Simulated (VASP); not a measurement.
# LiCl in VASP: a series of runs

The runs below take LiCl through single point, with PBEsol.

All numbers are computed with VASP 6.6.1; they aren't measurements. Logs are shortened: lines on timing, memory, paths and dates and some standing lists are left out, and cuts for length are marked.

## 1. The cell of the first run

Symmetry: Fm-3m, No. 225, cubic system. Conventional cell: a = 4.979 Å, b = 4.979 Å, c = 4.979 Å, α = 90.00°, β = 90.00°, γ = 90.00°. Cl (site symmetry m-3m) has 6 Li at 2.49 Å within 3.3 Å. Within 3.3 Å of Li (site symmetry m-3m) lie 6 Cl at 2.49 Å.

## 2. Single point, PBEsol

Contents of INCAR:

```
  PREC = Accurate
  ENCUT = 750
  EDIFF = 1E-6
  ISMEAR = -1
  SIGMA = 0.05
  LREAL = False
  LASPH = True
  NELM = 120
  ALGO = Normal
  ISIF = 2
  LWAVE = False
  LCHARG = False
  GGA = PS
  NBANDS = 12
  GGA_COMPAT = False
```

Contents of KPOINTS:

```
regular mesh
0
Gamma
  9 9 9
```

Contents of POSCAR:

```
LiCl
1.0
    0.0000000000      2.4895084625      2.4895084625
    2.4895084625      0.0000000000      2.4895084625
    2.4895084625      2.4895084625      0.0000000000
Cl Li
1 1
Direct
    0.5000000000      0.5000000000      0.5000000000
    0.0000000000      0.0000000000      0.0000000000
```

Potentials or basis: VASP PAW PBE potentials, release 64 (Cl, Li_sv).

Command:

```console
cat potpaw_PBE.64/Cl/POTCAR potpaw_PBE.64/Li_sv/POTCAR > POTCAR
mpirun -np 1 vasp_std > vasp.out
```

OUTCAR:

```text
PREC = Accurate
   ENCUT = 750
   EDIFF = 1E-6
   ISMEAR = -1
   LREAL = False
   LASPH = True
   NELM = 120
   ISIF = 2
   GGA = PS

 ion  position               nearest neighbor table
   1  0.500  0.500  0.500-   2 2.49   2 2.49   2 2.49   2 2.49   2 2.49   2 2.49
   2  0.000  0.000  0.000-   1 2.49   1 2.49   1 2.49   1 2.49   1 2.49   1 2.49

  LATTYP: Found a face centered cubic cell.
 ALAT       =     4.9790169250

  Lattice vectors:

 A1 = (   0.0000000000,   2.4895084625,   2.4895084625)
 A2 = (   2.4895084625,   0.0000000000,   2.4895084625)
 A3 = (   2.4895084625,   2.4895084625,   0.0000000000)

Analysis of symmetry for initial positions (statically):
=====================================================================
 Subroutine PRICEL returns:
 Original cell was already a primitive cell.

 Routine SETGRP: Setting up the symmetry group for a
 face centered cubic supercell.

 Subroutine GETGRP returns: Found 48 space group operations
 (whereof 48 operations were pure point group operations)
 out of a pool of 48 trial point group operations.

The static configuration has the point symmetry O_h .

Analysis of symmetry for dynamics (positions and initial velocities):
=====================================================================
 Subroutine PRICEL returns:
 Original cell was already a primitive cell.

 Routine SETGRP: Setting up the symmetry group for a
 face centered cubic supercell.

 Subroutine GETGRP returns: Found 48 space group operations
 (whereof 48 operations were pure point group operations)
 out of a pool of 48 trial point group operations.

The dynamic configuration has the point symmetry O_h .

 Subroutine INISYM returns: Found 48 space group operations
 (whereof 48 operations are pure point group operations),
 and found     1 'primitive' translations

----------------------------------------------------------------------------------------

                                     Primitive cell

  volume of cell :      30.8582

  direct lattice vectors                    reciprocal lattice vectors
     0.000000000  2.489508462  2.489508462    -0.200842860  0.200842860  0.200842860
     2.489508462  0.000000000  2.489508462     0.200842860 -0.200842860  0.200842860
     2.489508462  2.489508462  0.000000000     0.200842860  0.200842860 -0.200842860

  length of vectors
     3.520696631  3.520696631  3.520696631     0.347870038  0.347870038  0.347870038
[... 81 lines left out ...]
   EDIFF  = 0.1E-05   stopping-criterion for ELM
   LREAL  =      F    real-space projection
[... 7 lines left out ...]
   TEBEG  =    0.0;   TEEND  =   0.0 temperature during run
   PSTRESS=    0.0 pullay stress
   NELECT =      10.0000    total number of electrons
   NUPDOWN=      -1.0000    fix difference up-down
   EMIN   =  10.00;   EMAX   =-10.00  energy-range for DOS
   EFERMI =   0.00;   METHOD = LEGACY
   ISMEAR =    -1;   SIGMA  =   0.05  broadening in eV -4-tet -1-fermi 0-gaus
   EFERMI_NEDOS =   21; number of points for ismear=-14 and -15
   IALGO  =     38    algorithm
   IMIX   =      4    mixing-type and parameters
     AMIX     =   0.40;   BMIX     =  1.00
     AMIX_MAG =   1.60;   BMIX_MAG =  1.00
  volume/ion in A,a.u.               =      15.43       104.12
  Fermi-wavevector in a.u.,A,eV,Ry     =   1.124479  2.124957 17.203918  1.264452
  Thomas-Fermi vector in A             =   2.261151
   LORBIT       =      0    0 simple, 1 ext, 2 COOP (PROOUT), +10 PAW based schemes
   GGA     = PS    functional components
   LHFCALC =     F    Hartree Fock is set to
   AEXX    =    0.0000 exact exchange contribution
   IVDW    =     0    specifies the selected vdW correction
   LEPSILON=     F    determine dielectric tensor
   LRPA    =     F    only Hartree local field effects (RPA)
 non-spin polarized calculation
  energy-cutoff  :      750.00
  volume of cell :       30.86
 maximum number of plane-waves:      1459
   NGX = 15   NGY = 15   NGZ = 15

 number of electron      10.0000000 magnetization

 number of electron       9.9999997 magnetization

 Free energy of the ion-electron system (eV)
  ---------------------------------------------------
  ext. energy  EPLUGINS =         0.00000000
  ---------------------------------------------------
  free energy    TOTEN  =        -7.62825073 eV

  energy without entropy =       -7.62825073  energy(sigma->0) =       -7.62825073

 E-fermi :   2.4227     XC(G=0):  -9.3053

 val. band max:        1.2435171316   @ k =   0.0000   0.0000   0.0000
 cond. band min:       7.9112890854   @ k =   0.0000   0.0000   0.0000
 fundamental gap:      6.6677719538
 Fermi energy:         2.4227327913

 k-point     1 :       0.0000    0.0000    0.0000
  band No.  band energies     occupation
      1     -41.4295      2.00000
      2     -12.4922      2.00000
      3       1.2435      2.00000
      4       1.2435      2.00000
      5       1.2435      2.00000
      6       7.9113      0.00000
      7      13.1187      0.00000
      8      13.1187      0.00000
      9      13.1187      0.00000
     10      16.0667      0.00000
     11      16.0682      0.00000
     12      16.1766      0.00000
[... 331 lines left out ...]
 k-point    24 :       0.4444    0.4444    0.0000
  band No.  band energies     occupation
      1     -41.4234      2.00000
      2     -11.4987      2.00000
      3      -2.0531      2.00000
      4      -0.0267      2.00000
      5      -0.0267      2.00000
      6       9.2481      0.00000
      7       9.2493      0.00000
      8      14.0026      0.00000
      9      15.7357      0.00000
     10      15.7357      0.00000
     11      18.5516      0.00000
     12      20.5146      0.00000

 [... further k-points ...]

------------------------ aborting loop because EDIFF is reached ----------------------------------------

  FORCE on cell =-STRESS in cart. coord.  units (eV):
  Direction    XX          YY          ZZ          XY          YZ          ZX
  --------------------------------------------------------------------------------------
  -------------------------------------------------------------------------------------
  Total        0.3734870      0.3734870      0.3734870      0.0000000      0.0000000      0.0000000
  in kB       19.3916699     19.3916699     19.3916699      0.0000000      0.0000000      0.0000000
  external PRESSURE =      19.3916699 kB  Pullay stress =       0.0000000 kB

 VOLUME and BASIS-vectors are now :
 -----------------------------------------------------------------------------
  energy-cutoff  :      750.00
  volume of cell :       30.86
      direct lattice vectors                 reciprocal lattice vectors
     0.000000000  2.489508462  2.489508462    -0.200842860  0.200842860  0.200842860
     2.489508462  0.000000000  2.489508462     0.200842860 -0.200842860  0.200842860
     2.489508462  2.489508462  0.000000000     0.200842860  0.200842860 -0.200842860

 POSITION                                       TOTAL-FORCE (eV/Angst)
 -----------------------------------------------------------------------------------
      2.48951      2.48951      2.48951        -0.000000      0.000000     -0.000000
      0.00000      0.00000      0.00000         0.000000     -0.000000      0.000000
 -----------------------------------------------------------------------------------
    total drift:                               -0.000000     -0.000000      0.000000

  FREE ENERGIE OF THE ION-ELECTRON SYSTEM (eV)
  ---------------------------------------------------
  free  energy   TOTEN  =        -7.6282507310 eV

  energy  without entropy=       -7.6282507310  energy(sigma->0) =       -7.62825073
```

It took 17 s on 1 thread of Intel Xeon 8259CL, shared host; peak memory 0.17 GiB.

What came out:

| Quantity | Value |
| --- | --- |
| Free energy | -7.6283 eV |
| Pressure | 1.9 GPa |
| Band gap on the k mesh | 6.67 eV |

Caveat: the PAW data sets were made with another functional, which shifts forces and pressure a little; an odd mesh through Γ misses points on the zone boundary, where band edges can lie.

## 3. Single point, PBEsol

This run uses another cell than the first one, of 16.22 Å³/atom.

Contents of INCAR:

```
SYSTEM = LiCl
PREC = Accurate
ENCUT = 750
EDIFF = 1E-6
ISMEAR = -1
SIGMA = 0.05
LREAL = .False.
LASPH = .True.
NELM = 120
ALGO = Normal
ISIF = 2
LWAVE = .False.
LCHARG = .False.
GGA = PS
NBANDS = 12
GGA_COMPAT = .False.
```

Contents of KPOINTS:

```
regular mesh
0
Gamma
  9 9 9
  0 0 0
```

Contents of POSCAR:

```
LiCl
1.0
    0.0000000000      2.5314064927      2.5314064927
    2.5314064927      0.0000000000      2.5314064927
    2.5314064927      2.5314064927      0.0000000000
Cl Li
1 1
Direct
    0.5000000000      0.5000000000      0.5000000000
    0.0000000000      0.0000000000      0.0000000000
```

Potentials or basis: VASP PAW PBE potentials, release 64 (Cl, Li_sv).

Command:

```console
cat potpaw_PBE.64/Cl/POTCAR potpaw_PBE.64/Li_sv/POTCAR > POTCAR
mpirun -np 1 vasp_std > vasp.out
```

Wall time 17 s (1 thread of Intel Xeon 8259CL, shared host); peak memory 0.17 GiB.

Results (log left out):

```
Free energy            : -7.6379 eV
Pressure               : 0.0 GPa
Band gap on the k mesh : 6.36 eV
```

Levels at points of the mesh, in eV from the valence-band top:
```tsv
k point	band 2	band 3	band 4	band 5	band 6	band 7	band 8	band 9
(0.00, 0.00, 0.00)	-13.54	0.00	0.00	0.00	6.36	11.84	11.84	11.84
```

Caveat: the PAW data sets were made with another functional, which shifts forces and pressure a little; an odd mesh through Γ misses points on the zone boundary, where band edges can lie.

## 4. Single point, PBEsol

This run uses another cell than the first one, of 17.55 Å³/atom.

Contents of INCAR:

```
  ALGO = Normal
  EDIFF = 1E-6
  ENCUT = 750
  GGA = PS
  GGA_COMPAT = F
  ISIF = 2
  ISMEAR = -1
  LASPH = T
  LCHARG = F
  LREAL = F
  LWAVE = F
  NBANDS = 12
  NELM = 120
  PREC = Accurate
  SIGMA = 0.05
```

Contents of KPOINTS:

```
k-points
0
Gamma
  7 7 7
```

Contents of POSCAR:

```
LiCl
1.0
    0.0000000000      2.6160654000      2.5647700000
    2.6160654000      0.0000000000      2.5647700000
    2.6160654000      2.6160654000      0.0000000000
Cl Li
1 1
Direct
    0.5000000000      0.5000000000      0.5000000000
    0.0000000000      0.0000000000      0.0000000000
```

Command:

```console
cat potpaw_PBE.64/Cl/POTCAR potpaw_PBE.64/Li_sv/POTCAR > POTCAR
mpirun -np 1 vasp_std > vasp.out
```

It took 30 s on 1 thread of Intel Xeon 8259CL, shared host; peak memory 0.2 GiB.

Results (log left out):

```
Free energy            : -7.6168 eV
Pressure               : -2.3 GPa
Band gap on the k mesh : 5.90 eV
```

Stress tensor (GPa, compression positive):
```
-2.51  0.00  0.00
 0.00 -2.51  0.00
 0.00  0.00 -2.01
```

Levels at points of the mesh, in eV from the valence-band top:
| k point | band 2 | band 3 | band 4 | band 5 | band 6 | band 7 | band 8 | band 9 |
| --- | --- | --- | --- | --- | --- | --- | --- | --- |
| (0.00, 0.00, 0.00) | -13.28 | -0.06 | 0.00 | 0.00 | 5.90 | 11.70 | 11.70 | 11.87 |

Caveat: the PAW data sets were made with another functional, which shifts forces and pressure a little. A hybrid or GW would open this gap; PBEsol tends to underestimate it.

## 5. Single point, PBEsol

This run uses another cell than the first one, of 15.55 Å³/atom.

Contents of INCAR:

```
PREC = Accurate
ENCUT = 750
EDIFF = 1E-6
ISMEAR = -1
SIGMA = 0.05
LREAL = F
LASPH = T
NELM = 120
ALGO = Normal
ISIF = 2
LWAVE = F
LCHARG = F
GGA = PS
NBANDS = 12
GGA_COMPAT = F
```

Contents of KPOINTS:

```
regular mesh
0
Gamma
  8 8 8
```

Contents of POSCAR:

```
LiCl
1.0
    0.0000000000      2.4621792000      2.5647700000
    2.4621792000      0.0000000000      2.5647700000
    2.4621792000      2.4621792000      0.0000000000
Cl Li
1 1
Direct
    0.5000000000      0.5000000000      0.5000000000
    0.0000000000      0.0000000000      0.0000000000
```

Command:

```console
cat potpaw_PBE.64/Cl/POTCAR potpaw_PBE.64/Li_sv/POTCAR > POTCAR
mpirun -np 1 vasp_std > vasp.out
```

Run time: 39 s. Hardware: 1 thread of Intel Xeon 8259CL, shared host; peak memory 0.18 GiB.

Results (log left out):

```yaml
Free_energy: -7.6253 eV
Pressure: 1.7 GPa
Band_gap_on_the_k_mesh: 6.55 eV
```

Stress tensor (GPa, compression positive):
```
2.46 0.00 0.00
0.00 2.46 0.00
0.00 0.00 0.33
```

Levels at points of the mesh, in eV from the valence-band top:
| k point | band 2 | band 3 | band 4 | band 5 | band 6 | band 7 | band 8 | band 9 |
| --- | --- | --- | --- | --- | --- | --- | --- | --- |
| (0.00, 0.00, 0.00) | -13.77 | -0.11 | -0.11 | 0.00 | 6.55 | 11.56 | 11.94 | 11.94 |
| (0.50, 0.00, 0.00) | -13.07 | -3.29 | -0.43 | -0.30 | 6.56 | 9.19 | 9.53 | 13.60 |
| (0.50, 0.50, 0.00) | -12.82 | -3.43 | -1.26 | -1.26 | 7.96 | 8.02 | 12.53 | 14.77 |
| (0.50, 0.00, 0.50) | -12.73 | -3.42 | -1.55 | -1.25 | 7.83 | 7.84 | 13.12 | 14.01 |

Caveat: the PAW data sets were made with another functional, which shifts forces and pressure a little.

## 6. Single point, PBEsol

This run uses another cell than the first one, of 16.20 Å³/atom.

Contents of INCAR:

```
  PREC = Accurate
  ENCUT = 750
  EDIFF = 1E-6
  ISMEAR = -1
  SIGMA = 0.05
  LREAL = F
  LASPH = T
  NELM = 120
  ALGO = Normal
  ISIF = 2
  LWAVE = F
  LCHARG = T
  GGA = PS
  LELF = T
  LVHAR = T
  NBANDS = 12
  GGA_COMPAT = F
```

KPOINTS is that of step 5.

Contents of POSCAR:

```
LiCl
1.0
    0.0000000000      2.5134746000      2.5647700000
    2.5134746000      0.0000000000      2.5647700000
    2.5134746000      2.5134746000      0.0000000000
Cl Li
1 1
Direct
    0.5000000000      0.5000000000      0.5000000000
    0.0000000000      0.0000000000      0.0000000000
```

Potentials or basis: VASP PAW PBE potentials, release 64 (Cl, Li_sv).

Command:

```console
cat potpaw_PBE.64/Cl/POTCAR potpaw_PBE.64/Li_sv/POTCAR > POTCAR
mpirun -np 1 vasp_std > vasp.out
```

It took 41 s on 1 thread of Intel Xeon 8259CL, shared host; peak memory 0.19 GiB.

It converged, with:

| Item | Value |
| --- | --- |
| Free energy | -7.6367 eV |
| Pressure | 0.0 GPa |
| Band gap on the k mesh | 6.33 eV |

Stress tensor (GPa, compression positive):
```
 0.32  0.00  0.00
 0.00  0.32  0.00
 0.00  0.00 -0.52
```

Levels at points of the mesh, in eV from the valence-band top:
```
           k point  band 2  band 3  band 4  band 5  band 6  band 7  band 8  band 9
(0.00, 0.00, 0.00)  -13.58   -0.05   -0.05    0.00    6.33   11.69   11.87   11.87
(0.50, 0.00, 0.00)  -12.94   -3.08   -0.34   -0.29    6.56    9.29    9.46   13.20
(0.50, 0.50, 0.00)  -12.69   -3.19   -1.19   -1.19    7.84    8.06   12.39   14.37
(0.50, 0.00, 0.50)  -12.65   -3.19   -1.33   -1.19    7.79    7.96   12.68   14.00
```

Caveat: the PAW data sets were made with another functional, which shifts forces and pressure a little.

## 7. Overview

| cell | k mesh | gap on the mesh (eV) | pressure (GPa) |
| --- | --- | --- | --- |
| a = 3.521 Å, angles 60.0°, 2 atoms | 9 × 9 × 9 | 6.67 | 1.9 |
| a = 3.580 Å, angles 60.0°, 2 atoms | 9 × 9 × 9 | 6.36 | 0.0 |
| a = 3.664, b = 3.664, c = 3.700 Å, angles 59.7, 59.7, 60.7°, 2 atoms | 7 × 7 × 7 | 5.90 | -2.3 |
| a = 3.555, b = 3.555, c = 3.482 Å, angles 60.7, 60.7, 58.6°, 2 atoms | 8 × 8 × 8 | 6.55 | 1.7 |
| a = 3.591, b = 3.591, c = 3.555 Å, angles 60.3, 60.3, 59.3°, 2 atoms | 8 × 8 × 8 | 6.33 | 0.0 |

Alike in all rows: task single point; level PBEsol; potentials or basis VASP PAW PBE potentials, release 64 (Cl, Li_sv); no spin polarisation; cutoff (eV) 750; smearing fermi-dirac 0.05 eV.

Caveats: the PAW data sets were made with another functional, which shifts forces and pressure a little; an odd mesh through Γ misses points on the zone boundary, where band edges can lie (at least some runs).

Absolute energies hang on the potentials; compare differences alone.
